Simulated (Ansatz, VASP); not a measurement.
Pb: VASP beside Ansatz

File INCAR:

```
SYSTEM = Pb
ALGO = Fast
EDIFF = 1E-6
ENCUT = 520
ISIF = 2
ISMEAR = 0
LASPH = .True.
LCHARG = .False.
LREAL = .False.
LWAVE = .False.
NBANDS = 13
NELM = 80
PREC = Accurate
SIGMA = 0.15
```

KPOINTS

```
k-points
0
Gamma
  18 18 18
  0 0 0
```

File POSCAR:

```
Pb
1.0
   -1.9672866944      1.9672866944      1.9796595667
    1.9672866944     -1.9672866944      1.9796595667
    1.9920324390      1.9920324390     -1.9796595667
Pb
1
Direct
    0.0000000000      0.0000000000      0.0000000000
```

Input for Ansatz:

```yaml
crystal:
  lattice:
    - [-1.9672866944, 1.9672866944, 1.9796595667]
    - [1.9672866944, -1.9672866944, 1.9796595667]
    - [1.992032439, 1.992032439, -1.9796595667]
  atoms:
    - { symbol: Pb, position: [0.0, 0.0, 0.0] }
basis:
  ecutwfc: 420
kpoints:
  mp_grid: { grid: [18, 18, 18] }
hamiltonian:
  xc: lda
scf:
  occupations: { method: gaussian, width: 0.15 }
output:
  forces: true
  stress: true
  eigenvalues: true
```

Change from the starting cell: strain +0.0125 x Voigt [0, 0, 0, 0, 0, 1], atoms carried along.

Alike in both runs: task single point; functional LDA; k mesh 18 × 18 × 18; occupations gaussian, width 0.15 eV; no spin polarisation.

|  | VASP | Ansatz |
| --- | --- | --- |
| version | VASP 6.6.1 | Ansatz 0.2.0 |
| potentials or method | VASP PAW LDA potentials, release 64 (Pb_d), cutoff 520 eV | scalar-relativistic, plane waves, PAW |
| valence electrons in the cell | 14 | 14 |

|  | VASP | Ansatz | Ansatz less VASP |
| --- | --- | --- | --- |
| gap on the k mesh at the Fermi level (eV) | none | none | - |
| pressure (GPa) | -3.0 | -3.1 | -0.05 |
| traceless stress, the component that is largest in VASP (GPa) | -0.27 | -0.26 | +0.009 |

LDA's correlation is that of Perdew and Zunger in VASP and of Perdew and Wang (1992) in Ansatz. A gap of «none» marks a metal or a gap that the smearing closes.

Spin-orbit coupling is off throughout.
